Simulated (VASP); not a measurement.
A run of VASP 6.6.1 is set up as follows.

File INCAR:

```
  ALGO = Fast
  EDIFF = 1E-6
  ENCUT = 520
  GGA = PS
  ISIF = 2
  ISMEAR = 0
  LASPH = True
  LCHARG = False
  LREAL = False
  LWAVE = False
  NBANDS = 29
  NELM = 100
  PREC = Accurate
  SIGMA = 0.1
```

File KPOINTS:

```
k-points
0
Gamma
  12 12 4
```

File POSCAR:

```
Al2Ru
1.0
    3.1525713408      0.0000000000      0.0000000000
    0.0000000000      3.1525713408      0.0000000000
    0.0000000000      0.0000000000      8.5073351928
Al Ru
4 2
Direct
    0.5000000000      0.5000000000      0.1584684072
    0.0000000000      0.0000000000      0.3415315928
    0.0000000000      0.0000000000      0.6584684072
    0.5000000000      0.5000000000      0.8415315928
    0.0000000000      0.0000000000      0.0000000000
    0.5000000000      0.5000000000      0.5000000000
```

Potentials or basis: VASP PAW PBE potentials, release 64 (Al, Ru_pv).

Run with:

```console
$ cat potpaw_PBE.64/Al/POTCAR potpaw_PBE.64/Ru_pv/POTCAR > POTCAR
$ mpirun -np 1 vasp_std > vasp.out
```

(1) Predict the pressure.

(2) What does it give for the band gap on the k mesh?

## Answers

(1) -4.9 GPa.

(2) zero (bands 20 and 21 overlap by 0.17 eV).

Caveat: the cell differs from its parent crystal (equal strain along all axes, cell held: +1.0 %, then relaxed in part); the cell stands under tension; the PAW data sets were made with another functional, which shifts forces and pressure a little.
